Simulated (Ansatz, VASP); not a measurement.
## Two plane-wave programs on H2RuCl

```
H Ru Cl
1.0
     3.22075    0.00000    0.00000
    -1.61038    2.78925    0.00000
     0.00000    0.00000    4.68027
H Ru Cl
2 1 1
Direct
  0.66667 0.33333 0.49994
  0.33333 0.66667 0.50006
  0.00000 0.00000 0.50000
  0.00000 0.00000 0.00000
```

Change from the starting cell: species swapped into the TiCrAs2 type (P-3m1, No. 164).

Alike in both runs: functional PBE; k mesh 18 × 18 × 10; occupations gaussian, width 0.1 eV; no spin polarisation.

Ansatz relaxed the structure, and its values are those at the end. VASP's run is a single point on that final structure, the one shown.

|  | VASP | Ansatz |
| --- | --- | --- |
| version | VASP 6.6.1 | Ansatz 0.2.0 |
| potentials or method | VASP PAW PBE potentials, release 64 (H, Ru_pv, Cl), cutoff 520 eV | scalar-relativistic, plane waves, PAW |
| valence electrons in the cell | 23 | 25 |

VASP gave:

| Property | Result |
| --- | --- |
| gap on the k mesh at the Fermi level (eV) | none |
| pressure (GPa) | -0.1 |

Q: Which values does Ansatz return?

A: gap on the k mesh at the Fermi level (eV): none; pressure (GPa): 0.0.

A gap of «none» marks a metal or a gap that the smearing closes. VASP's potentials hold 23 valence electrons a cell and Ansatz's 25, so a difference there can come from the potentials and not from the codes.
